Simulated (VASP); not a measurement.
# Mg3BeS (P4mm) in VASP: density of states with PBE

Aim: the density of states of Mg3BeS with PBE.

Everything below comes from runs of VASP 6.6.1. Logs are shortened: lines on timing, memory, paths and dates and some standing lists are left out, and cuts for length are marked.

## 1. The cell of the first run

Symmetry: P4mm, No. 99, tetragonal system. The conventional cell has a = 4.191 Å, b = 4.191 Å, c = 8.472 Å, α = 90.00°, β = 90.00°, γ = 90.00°. Mg (site symmetry 2mm) has 2 S at 2.70 Å and 6 Mg at 2.96 to 3.15 Å within 3.6 Å. Mg (site symmetry 4mm) has 1 Be at 2.47 Å and 4 Mg at 3.15 Å within 3.3 Å. Within 2.6 Å of Be (site symmetry 4mm) lie 1 S at 1.94 Å and 1 Mg at 2.47 Å. S (site symmetry 4mm) has 1 Be at 1.94 Å within 2.6 Å.

## 2. Density of states, PBE

Contents of POSCAR:

```
Mg3BeS
1.0
    4.1908991214      0.0000000000      0.0000000000
    0.0000000000      4.1908991214      0.0000000000
    0.0000000000      0.0000000000      8.4716414477
Mg Be S
3 1 1
Direct
    0.5000000000      0.0000000000      0.8919345309
    0.0000000000      0.5000000000      0.8919345309
    0.5000000000      0.5000000000      0.6139638455
    0.5000000000      0.5000000000      0.3218411447
    0.5000000000      0.5000000000      0.0925780982
```

Contents of INCAR.step1:

```
SYSTEM = Mg3BeS
PREC = Accurate ; ENCUT = 520
EDIFF = 1E-6 ; ISMEAR = 0
SIGMA = 0.1 ; LREAL = .False.
LASPH = .True. ; NELM = 60
ALGO = Normal ; ISIF = 2
LWAVE = .False. ; LCHARG = .True.
GGA = PE ; NBANDS = 15
```

Contents of KPOINTS.step1:

```
regular mesh
0
Gamma
  10 10 6
  0 0 0
```

Contents of INCAR.step2:

```
SYSTEM = Mg3BeS
PREC = Accurate ; ENCUT = 520
EDIFF = 1E-6 ; ISMEAR = -5
SIGMA = 0.1 ; LREAL = .False.
LASPH = .True. ; NELM = 60
ALGO = Normal ; ISIF = 2
LWAVE = .False. ; LCHARG = .False.
GGA = PE ; LORBIT = 10
NBANDS = 15 ; NEDOS = 1001
ICHARG = 11
```

Contents of KPOINTS.step2:

```
regular mesh
0
Gamma
  15 15 9
  0 0 0
```

Potentials or basis: VASP PAW PBE potentials, release 64 (Mg, Be, S).

Launch:

```bash
> cat potpaw_PBE.64/Mg/POTCAR potpaw_PBE.64/Be/POTCAR potpaw_PBE.64/S/POTCAR > POTCAR
> cp INCAR.step1 INCAR
> cp KPOINTS.step1 KPOINTS
> mpirun -np 1 vasp_std > vasp.out
> cp INCAR.step2 INCAR
> cp KPOINTS.step2 KPOINTS
> mpirun -np 1 vasp_std > vasp.out
```

OUTCAR:

```text
SYSTEM = Mg3BeS
   PREC = Accurate
   ENCUT = 520
   EDIFF = 1E-6
   ISMEAR = -5
   LREAL = .False.
   LASPH = .True.
   NELM = 60
   ISIF = 2
   GGA = PE
   LORBIT = 10
   ICHARG = 11

 ion  position               nearest neighbor table
   1  0.500  0.000  0.892-   5 2.70   5 2.70   2 2.96   2 2.96   2 2.96   2 2.96   3 3.15   3 3.15

   2  0.000  0.500  0.892-   5 2.70   5 2.70   1 2.96   1 2.96   1 2.96   1 2.96   3 3.15   3 3.15

   3  0.500  0.500  0.614-   4 2.47   2 3.15   1 3.15   1 3.15   2 3.15
   4  0.500  0.500  0.322-   5 1.94   3 2.47
   5  0.500  0.500  0.093-   4 1.94   2 2.70   1 2.70   1 2.70   2 2.70

  LATTYP: Found a simple tetragonal cell.
 ALAT       =     4.1908991214
 C/A-ratio  =     2.0214376921

  Lattice vectors:

 A1 = (   4.1908991214,   0.0000000000,   0.0000000000)
 A2 = (   0.0000000000,   4.1908991214,   0.0000000000)
 A3 = (   0.0000000000,   0.0000000000,   8.4716414477)

Analysis of symmetry for initial positions (statically):
=====================================================================
 Subroutine PRICEL returns:
 Original cell was already a primitive cell.

 Routine SETGRP: Setting up the symmetry group for a
 simple tetragonal supercell.

 Subroutine GETGRP returns: Found  8 space group operations
 (whereof  8 operations were pure point group operations)
 out of a pool of 16 trial point group operations.

The static configuration has the point symmetry C_4v.

Analysis of symmetry for dynamics (positions and initial velocities):
=====================================================================
 Subroutine PRICEL returns:
 Original cell was already a primitive cell.

 Routine SETGRP: Setting up the symmetry group for a
 simple tetragonal supercell.

 Subroutine GETGRP returns: Found  8 space group operations
 (whereof  8 operations were pure point group operations)
 out of a pool of 16 trial point group operations.

The dynamic configuration has the point symmetry C_4v.

 Subroutine INISYM returns: Found  8 space group operations
 (whereof  8 operations are pure point group operations),
 and found     1 'primitive' translations

----------------------------------------------------------------------------------------

                                     Primitive cell

  volume of cell :     148.7928

  direct lattice vectors                    reciprocal lattice vectors
     4.190899121  0.000000000  0.000000000     0.238612281  0.000000000  0.000000000
     0.000000000  4.190899121  0.000000000     0.000000000  0.238612281  0.000000000
     0.000000000  0.000000000  8.471641448     0.000000000  0.000000000  0.118040879

  length of vectors
     4.190899121  4.190899121  8.471641448     0.238612281  0.238612281  0.118040879

  position of ions in fractional coordinates (direct lattice)
     0.500000000  0.000000000  0.891934531
     0.000000000  0.500000000  0.891934531
     0.500000000  0.500000000  0.613963846
     0.500000000  0.500000000  0.321841145
     0.500000000  0.500000000  0.092578098

  ion indices of the primitive-cell ions
   primitive index   ion index
                 1           1
                 2           2
                 3           3
                 4           4
                 5           5

----------------------------------------------------------------------------------------

 KPOINTS: regular mesh

Automatic generation of k-mesh.
 Grid dimensions read from file:
 generate k-points for:   15   15    9

 Generating k-lattice:

  Cartesian coordinates                     Fractional coordinates (reciprocal lattice)
     0.015907485  0.000000000  0.000000000     0.066666667  0.000000000  0.000000000
     0.000000000  0.015907485  0.000000000     0.000000000  0.066666667  0.000000000
     0.000000000  0.000000000  0.013115653     0.000000000  0.000000000  0.111111111

  Length of vectors
     0.015907485  0.015907485  0.013115653

  Shift w.r.t. Gamma in fractional coordinates (k-lattice)
     0.000000000  0.000000000  0.000000000

 TETIRR: Found   3013 inequivalent tetrahedra from    12150

 Subroutine IBZKPT returns following result:
 ===========================================

 Found    180 irreducible k-points:

 Following reciprocal coordinates:
            Coordinates               Weight
  0.000000  0.000000  0.000000      1.000000
  0.066667  0.000000  0.000000      4.000000
  0.133333  0.000000  0.000000      4.000000
  0.200000  0.000000  0.000000      4.000000
  0.266667  0.000000  0.000000      4.000000
  0.333333  0.000000  0.000000      4.000000
[... 16 lines left out ...]
  0.266667  0.200000  0.000000      8.000000
  0.333333  0.200000  0.000000      8.000000
 [... further k-points ...]
   k-points           NKPTS =    180   k-points in BZ     NKDIM =    180   number of bands    NBANDS=     15
   number of dos      NEDOS =   1001   number of ions     NIONS =      5
   total plane-waves  NPLWV =  65536
   dimension x,y,z NGX =    32 NGY =   32 NGZ =   64
   dimension x,y,z NGXF=    64 NGYF=   64 NGZF=  128
   ions per type =               3   1   1
   NGX,Y,Z   is equivalent  to a cutoff of  12.69, 12.69, 12.56 a.u.
   NGXF,Y,Z  is equivalent  to a cutoff of  25.39, 25.39, 25.12 a.u.
 SYSTEM =  Mg3BeS
   PREC   = accura    normal or accurate (medium, high low for compatibility)
   ISTART =      0    job   : 0-new  1-cont  2-samecut
   ICHARG =     11    charge: 1-file 2-atom 10-const
   ISPIN  =      1    spin polarized calculation?
   LNONCOLLINEAR =      F non collinear calculations
   LSORBIT =      F    spin-orbit coupling
   LASPH  =      T    aspherical Exc in radial PAW
   ENCUT  =  520.0 eV  38.22 Ry    6.18 a.u.   7.79  7.79 15.75*2*pi/ulx,y,z
   NELM   =     60;   NELMIN=  2; NELMDL=  0     # of ELM steps
   EDIFF  = 0.1E-05   stopping-criterion for ELM
   LREAL  =      F    real-space projection
   EDIFFG = 0.1E-04   stopping-criterion for IOM
   NSW    =      0    number of steps for IOM
   IBRION =     -1    ionic relax: 0-MD 1-quasi-New 2-CG
   NFREE  =      0    steps in history (QN), initial steepest desc. (CG)
   ISIF   =      2    stress and relaxation
   ISYM   =      2    0-nonsym 1-usesym 2-fastsym
   POTIM  = 0.5000    time-step for ionic-motion
   TEBEG  =    0.0;   TEEND  =   0.0 temperature during run
   PSTRESS=    0.0 pullay stress
   NELECT =      14.0000    total number of electrons
   NUPDOWN=      -1.0000    fix difference up-down
   EMIN   =  10.00;   EMAX   =-10.00  energy-range for DOS
   EFERMI =   0.00;   METHOD = LEGACY
   ISMEAR =    -5;   SIGMA  =   0.10  broadening in eV -4-tet -1-fermi 0-gaus
   EFERMI_NEDOS =   21; number of points for ismear=-14 and -15
   IALGO  =     38    algorithm
   IMIX   =      4    mixing-type and parameters
     AMIX     =   0.40;   BMIX     =  1.00
     AMIX_MAG =   1.60;   BMIX_MAG =  1.00
  volume/ion in A,a.u.               =      29.76       200.82
  Fermi-wavevector in a.u.,A,eV,Ry     =   0.744601  1.407092  7.543483  0.554430
  Thomas-Fermi vector in A             =   1.839991
   LORBIT       =     10    0 simple, 1 ext, 2 COOP (PROOUT), +10 PAW based schemes
   GGA     = PE    functional components
   LHFCALC =     F    Hartree Fock is set to
   AEXX    =    0.0000 exact exchange contribution
   IVDW    =     0    specifies the selected vdW correction
   LEPSILON=     F    determine dielectric tensor
   LRPA    =     F    only Hartree local field effects (RPA)
 non-spin polarized calculation
 Fermi weights with tetrahedron method with Bloechl corrections
  energy-cutoff  :      520.00
  volume of cell :      148.79
 maximum number of plane-waves:      4027
 NGX is ok and might be reduce to    32

 number of electron      14.0000003 magnetization

 Free energy of the ion-electron system (eV)
  ---------------------------------------------------
  ext. energy  EPLUGINS =         0.00000000
  ---------------------------------------------------
  free energy    TOTEN  =       -11.40321355 eV

  energy without entropy =      -11.40321355  energy(sigma->0) =      -11.40321355

 E-fermi :   1.3297     XC(G=0):  -7.1119

 val. band max:        1.3648292479   @ k =   0.2000   0.2000   0.4444
 cond. band min:       1.2711730090   @ k =   0.2667   0.2667   0.4444
 fundamental gap:     -0.0936562389
 Fermi energy:         1.3297383382

 k-point     1 :       0.0000    0.0000    0.0000
  band No.  band energies     occupation
      1     -12.5872      2.00000
      2      -5.1732      2.00000
      3      -3.1342      2.00000
      4      -2.1747      2.00000
      5      -2.1747      2.00000
      6      -0.5572      2.00000
      7       1.0462      2.00000
      8       3.6251      0.00000
      9       3.6251      0.00000
     10       3.6835      0.00000
     11       4.3223      0.00000
     12       4.4892      0.00000
     13       4.4892      0.00000
     14       5.7704      0.00000
     15       6.0145      0.00000
[... 397 lines left out ...]
 k-point    24 :       0.3333    0.2000    0.0000
  band No.  band energies     occupation
      1     -12.4236      2.00000
      2      -4.6630      2.00000
      3      -3.4817      2.00000
      4      -2.7000      2.00000
      5      -1.9584      2.00000
      6      -0.2409      2.00000
      7       0.8796      2.04530
      8       1.9035      0.00000
      9       2.3550      0.00000
     10       3.1112      0.00000
     11       3.5488      0.00000
     12       4.3079      0.00000
     13       5.5105      0.00000
     14       5.9708      0.00000
     15       6.8286      0.00000

 [... further k-points ...]
[... 5 lines left out ...]
  --------------------------------------------------------------------------------------
  -------------------------------------------------------------------------------------
  Total       -0.1006922     -0.1006922      0.0683495      0.0000000      0.0000000      0.0000000
  in kB       -1.0842371     -1.0842371      0.7359760      0.0000000      0.0000000      0.0000000
  external PRESSURE =      -0.4774994 kB  Pullay stress =       0.0000000 kB

 VOLUME and BASIS-vectors are now :
 -----------------------------------------------------------------------------
  energy-cutoff  :      520.00
  volume of cell :      148.79
      direct lattice vectors                 reciprocal lattice vectors
     4.190899121  0.000000000  0.000000000     0.238612281  0.000000000  0.000000000
     0.000000000  4.190899121  0.000000000     0.000000000  0.238612281  0.000000000
     0.000000000  0.000000000  8.471641448     0.000000000  0.000000000  0.118040879

 POSITION                                       TOTAL-FORCE (eV/Angst)
 -----------------------------------------------------------------------------------
      2.09545      0.00000      7.55615         0.000000     -0.000000      0.001731
      0.00000      2.09545      7.55615         0.000000     -0.000000      0.001731
      2.09545      2.09545      5.20128         0.000000     -0.000000      0.020286
      2.09545      2.09545      2.72652         0.000000     -0.000000     -0.011058
      2.09545      2.09545      0.78429         0.000000      0.000000     -0.012690
 -----------------------------------------------------------------------------------
    total drift:                               -0.000000     -0.000000     -0.000017

  FREE ENERGIE OF THE ION-ELECTRON SYSTEM (eV)
  ---------------------------------------------------
  free  energy   TOTEN  =       -11.4032135467 eV

  energy  without entropy=      -11.4032135467  energy(sigma->0) =      -11.40321355

 total charge

# of ion       s       p       d       tot
------------------------------------------
    1        0.214   0.118   0.016   0.349
    2        0.214   0.118   0.016   0.349
    3        0.232   0.104   0.006   0.341
    4        0.481   0.416   0.000   0.897
    5        1.326   2.451   0.000   3.777
--------------------------------------------------
tot          2.467   3.207   0.039   5.713
```

Run time: 2.5 min. Hardware: 1 thread of Intel Xeon 6975P-C (Granite Rapids), shared host; peak memory 0.56 GiB.

What came out:

* Valence electrons inside the program's atomic spheres: Mg 0.35, 0.34; Be 0.90; S 3.78

Levels at points of the mesh, in eV from the Fermi level:
```tsv
k point	band 5	band 6	band 7	band 8	band 9	band 10
(0.00, 0.00, 0.00)	-3.50	-1.89	-0.28	2.30	2.30	2.35
```

Caveat: tetrahedron occupations give inexact forces and stress in metals.
